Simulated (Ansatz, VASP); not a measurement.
## Two plane-wave programs on ZrNbSe3

```
Zr Nb Se
1.0
     5.14347    0.00000    0.00000
     0.00000    5.14347    0.00000
     0.00000    0.00000    5.14347
Zr Nb Se
1 1 3
Direct
  0.50000 0.50000 0.50000
  0.00000 0.00000 0.00000
  0.50000 0.50000 0.00000
  0.00000 0.50000 0.50000
  0.50000 0.00000 0.50000
```

Change from the starting cell: species swapped into the ZnAgF3 type (Pm-3m, No. 221).

Alike in both runs: functional PBE; k mesh 8 × 8 × 8; occupations gaussian, width 0.1 eV; collinear spin.

Ansatz relaxed the structure, and its values are those at the end. VASP's run is a single point on that final structure, the one shown.

|  | VASP | Ansatz |
| --- | --- | --- |
| version | VASP 6.6.1 | Ansatz 0.2.0 |
| potentials or method | VASP PAW PBE potentials, release 64 (Zr_sv, Nb_sv, Se), cutoff 520 eV | scalar-relativistic, plane waves, PAW |
| valence electrons in the cell | 43 | 73 |

Ansatz gave:

| Item | Value |
| --- | --- |
| gap on the k mesh at the Fermi level (eV) | none |
| pressure (GPa) | 0.0 |
| net moment per atom (μB) | 0.59 |
| size of the moment on the site where the two differ most (μB) | 2.89 |

Q: Which values does VASP return?

A: gap on the k mesh at the Fermi level (eV): none; pressure (GPa): 0.1; net moment per atom (μB): 0.59; size of the moment on the site where the two differ most (μB): 2.41.

Site moments also hang on the region over which each program counts them. A gap of «none» marks a metal or a gap that the smearing closes. VASP's potentials hold 43 valence electrons a cell and Ansatz's 73, so a difference there can come from the potentials and not from the codes.
